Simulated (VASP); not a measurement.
Set up this calculation in VASP 6.6.1, as the native input.

| Quantity | Value |
| --- | --- |
| Task | single point |
| Functional | PBE |
| Potentials or basis | VASP PAW PBE potentials, release 64 (Mg, O) |
| Cutoff | 600 eV |
| k mesh | 9 × 9 × 9 |
| Occupations | fermi-dirac, width 0.01 eV |
| Spin | no spin polarisation |
| Dipole correction | no |
| Further INCAR settings | ALGO = Normal; EDIFF = 1e-06; NBANDS = 11 |

The structure of MgO lies in POSCAR:

```
MgO
1.0
    0.0000000000      2.1610000000      2.1610000000
    2.1610000000      0.0000000000      2.1610000000
    2.1610000000      2.1610000000      0.0000000000
Mg O
1 1
Direct
    0.0000000000      0.0000000000      0.0000000000
    0.5000000000      0.5000000000      0.5000000000
```

These files were run (other wordings do the same):

INCAR

```
SYSTEM = MgO
  PREC = Accurate
  ENCUT = 600
  EDIFF = 1E-6
  ISMEAR = -1
  SIGMA = 0.01
  LREAL = .False.
  LASPH = .True.
  NELM = 120
  ALGO = Normal
  ISIF = 2
  LWAVE = .False.
  LCHARG = .False.
  GGA = PE
  NBANDS = 11
  GGA_COMPAT = .False.
```

KPOINTS

```
regular mesh
0
Gamma
  9 9 9
  0 0 0
```

Potentials or basis: VASP PAW PBE potentials, release 64 (Mg, O).

Run with:

```sh
$ cat potpaw_PBE.64/Mg/POTCAR potpaw_PBE.64/O/POTCAR > POTCAR
$ mpirun -np 1 vasp_std > vasp.out
```

It gave:

```json
{
  "Pressure": "-7.4 GPa",
  "Band gap on the k mesh": "4.01 eV, direct"
}
```

Wall time 2.9 s on 1 thread of Intel(R) Xeon(R) 6975P-C (Granite Rapids), on a shared host, peak memory 0.14 GiB.
